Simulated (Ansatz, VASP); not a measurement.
BiAu in VASP and in Ansatz

```
Au Bi
1.0
     0.00000    2.97946    2.97946
     2.97946    0.00000    2.97946
     2.97946    2.97946    0.00000
Au Bi
1 1
Direct
  0.50000 0.50000 0.50000
  0.00000 0.00000 0.00000
```

Alike in both runs: task single point; functional r2SCAN; k mesh 10 × 10 × 10; occupations gaussian, width 0.05 eV; no spin polarisation.

```csv
,VASP,Ansatz
version,VASP 6.6.1,Ansatz 0.2.0
potentials or method,"VASP PAW PBE potentials, release 64 (Au, Bi_d), cutoff 520 eV","scalar-relativistic, plane waves, PAW"
valence electrons in the cell,26,34
```

Ansatz gave:

```
gap on the k mesh at the Fermi level (eV) : none
pressure (GPa)                            : -2.9
```

Problem. Which values does VASP return?

Solution. gap on the k mesh at the Fermi level (eV): none; pressure (GPa): -2.8.

VASP's potentials were made for PBE, not for r2SCAN. A gap of «none» marks a metal or a gap that the smearing closes. The functional is the same, so the differences come from potentials, cutoffs and numerics. VASP's potentials hold 26 valence electrons a cell and Ansatz's 34, so a difference there can come from the potentials and not from the codes.

Neither program's run includes spin-orbit coupling.
